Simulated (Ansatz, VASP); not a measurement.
**Two plane-wave programs on Ni**

The input INCAR:

```
PREC     = Accurate       # precision mode
ENCUT    = 520            # plane-wave cutoff, eV
EDIFF    = 1E-6           # SCF threshold, eV
ISMEAR   = -1             # smearing method
SIGMA    = 0.1            # smearing width, eV
LREAL    = F              # projectors in reciprocal space
LASPH    = T              # aspherical terms in the spheres
NELM     = 150            # most SCF steps
ALGO     = Normal         # electronic algorithm
ISIF     = 2              # what is computed and relaxed
LWAVE    = F              # write WAVECAR
LCHARG   = F              # write CHGCAR
ISPIN    = 2              # spin polarisation
MAGMOM   = 0.4 0.4        # initial moments
LORBIT   = 11             # projections on sites
LMAXMIX  = 4              # l up to which the mixer works
GGA      = PE             # functional
NBANDS   = 21             # bands
```

File KPOINTS:

```
regular mesh
0
Gamma
  7 14 14
```

POSCAR

```
Ni
1.0
    0.0000000000      3.5160000000      3.5160000000
    1.7580000000      0.0000000000      1.7580000000
    1.7580000000      1.7580000000      0.0000000000
Ni
2
Direct
    0.0000000000      0.0000000000      0.0000000000
    0.5000000000      0.0000000000      0.0000000000
```

Input for Ansatz:

```yaml
crystal:
  lattice:
    - [0.0, 3.516, 3.516]
    - [1.758, 0.0, 1.758]
    - [1.758, 1.758, 0.0]
  atoms:
    - { symbol: Ni, position: [0.0, 0.0, 0.0], spin: 0.4 }
    - { symbol: Ni, position: [0.5, 0.0, 0.0], spin: 0.4 }
magnetization:
  spin_polarized: true
hamiltonian:
  xc: pbe
  pseudopotentials: { kind: paw }
basis:
  ecutwfc: 420
kpoints:
  mp_grid: { grid: [7, 14, 14] }
scf:
  occupations: { method: fermi_dirac, width: 0.1 }
  lower_state_search: "off"
output:
  forces: true
  stress: true
```

Change from the starting cell: parallel moments scaled by 0.2, plain SCF.

Alike in both runs: task single point; functional PBE; k mesh 7 × 14 × 14; occupations fermi-dirac, width 0.1 eV; collinear spin.

|  | VASP | Ansatz |
| --- | --- | --- |
| version | VASP 6.6.1 | Ansatz 0.2.0 |
| potentials or method | VASP PAW PBE potentials, release 64 (Ni), cutoff 520 eV | PAW, plane waves, scalar-relativistic |
| valence electrons in the cell | 20 | 36 |

|  | VASP | Ansatz | Ansatz less VASP |
| --- | --- | --- | --- |
| pressure (GPa) | 0.5 | 0.8 | +0.23 |
| net moment per atom (μB) | 0.59 | 0.61 | +0.017 |
| size of the moment on the site where the two differ most (μB) | 0.60 | 0.65 | +0.043 |

Site moments also hang on the region over which each program counts them. VASP's potentials hold 20 valence electrons a cell and Ansatz's 36, so a difference there can come from the potentials and not from the codes.
